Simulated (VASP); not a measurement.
# Mg (Pm-3m) in VASP: single point with LDA

Aim: the single point of Mg with LDA.

Program: VASP 6.6.1. These are calculated values, not measurements. Logs are shortened: lines on timing, memory, paths and dates and some standing lists are left out, and cuts for length are marked.

## (1) The cell of the first run

Symmetry: Pm-3m, No. 221, cubic system. The conventional cell has a = 2.966 Å, b = 2.966 Å, c = 2.966 Å, α = 90.00°, β = 90.00°, γ = 90.00°. Within 3.9 Å of Mg (site symmetry m-3m) lie 6 Mg at 2.97 Å.

## (2) Single point, LDA

The input, INCAR:

```
  ALGO = Normal
  EDIFF = 1E-6
  ENCUT = 520
  GGA = CA
  ISIF = 2
  ISMEAR = -1
  LASPH = T
  LCHARG = F
  LREAL = F
  LWAVE = F
  NBANDS = 7
  NELM = 100
  PREC = Accurate
  SIGMA = 0.13605693000000002
```

The input, KPOINTS:

```
k-points
0
Gamma
  11 11 11
```

The input, POSCAR:

```
Mg
1.0
    2.9659861812      0.0000000000      0.0000000000
    0.0000000000      2.9659861812      0.0000000000
    0.0000000000      0.0000000000      2.9659861812
Mg
1
Direct
    0.0000000000      0.0000000000      0.0000000000
```

Potentials or basis: VASP PAW LDA potentials, release 64 (Mg).

Command:

```bash
$ cat potpaw_LDA.64/Mg/POTCAR > POTCAR
$ mpirun -np 1 vasp_std > vasp.out
```

OUTCAR:

```text
EDIFF = 1E-6
   ENCUT = 520
   GGA = CA
   ISIF = 2
   ISMEAR = -1
   LASPH = T
   LREAL = F
   NELM = 100
   PREC = Accurate

 ion  position               nearest neighbor table
   1  0.000  0.000  0.000-

  LATTYP: Found a simple cubic cell.
 ALAT       =     2.9659861812

  Lattice vectors:

 A1 = (   2.9659861812,   0.0000000000,   0.0000000000)
 A2 = (   0.0000000000,   2.9659861812,   0.0000000000)
 A3 = (   0.0000000000,   0.0000000000,   2.9659861812)

Analysis of symmetry for initial positions (statically):
=====================================================================
 Subroutine PRICEL returns:
 Original cell was already a primitive cell.

 Routine SETGRP: Setting up the symmetry group for a
 simple cubic supercell.

 Subroutine GETGRP returns: Found 48 space group operations
 (whereof 48 operations were pure point group operations)
 out of a pool of 48 trial point group operations.

The static configuration has the point symmetry O_h .

Analysis of symmetry for dynamics (positions and initial velocities):
=====================================================================
 Subroutine PRICEL returns:
 Original cell was already a primitive cell.

 Routine SETGRP: Setting up the symmetry group for a
 simple cubic supercell.

 Subroutine GETGRP returns: Found 48 space group operations
 (whereof 48 operations were pure point group operations)
 out of a pool of 48 trial point group operations.

The dynamic configuration has the point symmetry O_h .

 Subroutine INISYM returns: Found 48 space group operations
 (whereof 48 operations are pure point group operations),
 and found     1 'primitive' translations

----------------------------------------------------------------------------------------

                                     Primitive cell

  volume of cell :      26.0920

  direct lattice vectors                    reciprocal lattice vectors
     2.965986181  0.000000000  0.000000000     0.337155988  0.000000000  0.000000000
     0.000000000  2.965986181  0.000000000     0.000000000  0.337155988  0.000000000
     0.000000000  0.000000000  2.965986181     0.000000000  0.000000000  0.337155988

  length of vectors
     2.965986181  2.965986181  2.965986181     0.337155988  0.337155988  0.337155988

  position of ions in fractional coordinates (direct lattice)
     0.000000000  0.000000000  0.000000000

  ion indices of the primitive-cell ions
   primitive index   ion index
                 1           1

[... 69 lines left out ...]
   ENCUT  =  520.0 eV  38.22 Ry    6.18 a.u.   5.51  5.51  5.51*2*pi/ulx,y,z
   NELM   =    100;   NELMIN=  2; NELMDL= -5     # of ELM steps
   EDIFF  = 0.1E-05   stopping-criterion for ELM
   LREAL  =      F    real-space projection
   EDIFFG = 0.1E-04   stopping-criterion for IOM
   NSW    =      0    number of steps for IOM
   IBRION =     -1    ionic relax: 0-MD 1-quasi-New 2-CG
   NFREE  =      0    steps in history (QN), initial steepest desc. (CG)
   ISIF   =      2    stress and relaxation
   ISYM   =      2    0-nonsym 1-usesym 2-fastsym
   POTIM  = 0.5000    time-step for ionic-motion
   TEBEG  =    0.0;   TEEND  =   0.0 temperature during run
   PSTRESS=    0.0 pullay stress
   NELECT =       2.0000    total number of electrons
   NUPDOWN=      -1.0000    fix difference up-down
   EMIN   =  10.00;   EMAX   =-10.00  energy-range for DOS
   EFERMI =   0.00;   METHOD = LEGACY
   ISMEAR =    -1;   SIGMA  =   0.14  broadening in eV -4-tet -1-fermi 0-gaus
   EFERMI_NEDOS =   21; number of points for ismear=-14 and -15
   IALGO  =     38    algorithm
   IMIX   =      4    mixing-type and parameters
     AMIX     =   0.40;   BMIX     =  1.00
     AMIX_MAG =   1.60;   BMIX_MAG =  1.00
  volume/ion in A,a.u.               =      26.09       176.08
  Fermi-wavevector in a.u.,A,eV,Ry     =   0.695423  1.314159  6.579956  0.483613
  Thomas-Fermi vector in A             =   1.778191
   LORBIT       =      0    0 simple, 1 ext, 2 COOP (PROOUT), +10 PAW based schemes
   GGA     = CA    functional components
   LHFCALC =     F    Hartree Fock is set to
   AEXX    =    0.0000 exact exchange contribution
   IVDW    =     0    specifies the selected vdW correction
   LEPSILON=     F    determine dielectric tensor
   LRPA    =     F    only Hartree local field effects (RPA)
 non-spin polarized calculation
  energy-cutoff  :      520.00
  volume of cell :       26.09
 maximum number of plane-waves:       739
 NGX is ok and might be reduce to    24
   NGX = 11   NGY = 11   NGZ = 11

 number of electron       2.0000000 magnetization

 Free energy of the ion-electron system (eV)
  ---------------------------------------------------
  ext. energy  EPLUGINS =         0.00000000
  ---------------------------------------------------
  free energy    TOTEN  =        -1.43050258 eV

  energy without entropy =       -1.40564915  energy(sigma->0) =       -1.41807587

 E-fermi :   1.7647     XC(G=0):  -8.2370

 val. band max:        1.7081364037   @ k =   0.4545   0.2727   0.0909
 cond. band min:       1.9538569652   @ k =   0.3636   0.3636   0.3636
 fundamental gap:      0.2457205616
 Fermi energy:         1.7646682859

 k-point     1 :       0.0000    0.0000    0.0000
  band No.  band energies     occupation
      1      -4.5888      2.00000
      2      10.0740      0.00000
      3      10.0740      0.00000
      4      11.5584      0.00000
      5      11.5584      0.00000
      6      11.5584      0.00000
      7      16.2545      0.00000
[... 221 lines left out ...]
 k-point    24 :       0.2727    0.0909    0.0909
  band No.  band energies     occupation
      1      -3.0504      2.00000
      2       4.2884      0.00000
      3       9.2716      0.00000
      4      11.0774      0.00000
      5      14.7630      0.00000
      6      16.5953      0.00000
      7      17.1522      0.00000

 [... further k-points ...]
[... 5 lines left out ...]
  --------------------------------------------------------------------------------------
  -------------------------------------------------------------------------------------
  Total       -0.0613043     -0.0613043     -0.0613043     -0.0000000     -0.0000000      0.0000000
  in kB       -3.7643885     -3.7643885     -3.7643885     -0.0000000     -0.0000000      0.0000000
  external PRESSURE =      -3.7643885 kB  Pullay stress =       0.0000000 kB

 VOLUME and BASIS-vectors are now :
 -----------------------------------------------------------------------------
  energy-cutoff  :      520.00
  volume of cell :       26.09
      direct lattice vectors                 reciprocal lattice vectors
     2.965986181  0.000000000  0.000000000     0.337155988  0.000000000  0.000000000
     0.000000000  2.965986181  0.000000000     0.000000000  0.337155988  0.000000000
     0.000000000  0.000000000  2.965986181     0.000000000  0.000000000  0.337155988

 POSITION                                       TOTAL-FORCE (eV/Angst)
 -----------------------------------------------------------------------------------
      0.00000      0.00000      0.00000         0.000000      0.000000      0.000000
 -----------------------------------------------------------------------------------
    total drift:                               -0.000000     -0.000000      0.000000

  FREE ENERGIE OF THE ION-ELECTRON SYSTEM (eV)
  ---------------------------------------------------
  free  energy   TOTEN  =        -1.4305025796 eV

  energy  without entropy=       -1.4056491523  energy(sigma->0) =       -1.41807587
```

OSZICAR:

```text
N       E                     dE             d eps       ncg     rms          rms(c)
DAV:   1    -0.878160021728E+00   -0.87816E+00   -0.80151E+02   868   0.197E+02
DAV:   2    -0.144180353172E+01   -0.56364E+00   -0.54083E+00  1071   0.102E+01
DAV:   3    -0.144377659748E+01   -0.19731E-02   -0.19726E-02  1029   0.678E-01
DAV:   4    -0.144377911890E+01   -0.25214E-05   -0.25216E-05  1106   0.176E-02
DAV:   5    -0.144377912455E+01   -0.56460E-08   -0.54842E-08  1050   0.587E-04    0.526E-01
DAV:   6    -0.143610525774E+01    0.76739E-02   -0.14758E-03  1064   0.118E-01    0.332E-01
DAV:   7    -0.143050234934E+01    0.56029E-02   -0.49318E-03  1015   0.216E-01    0.187E-02
DAV:   8    -0.143050305824E+01   -0.70890E-06   -0.38902E-05  1008   0.338E-02    0.470E-03
DAV:   9    -0.143050257963E+01    0.47862E-06   -0.25976E-07  1043   0.196E-03
   1 F= -.14305026E+01 E0= -.14180759E+01  d E =-.248534E-01
```

Run time: 3.2 s. Hardware: 1 thread of Intel Xeon 6975P-C, shared host; peak memory 0.13 GiB.

What came out:

| Property | Result |
| --- | --- |
| Free energy | -1.4305 eV |
| Pressure | -0.4 GPa |
| Band gap on the k mesh | zero (band 1 reaches 5.28 eV, above the bottom of band 2 at 0.39 eV) |
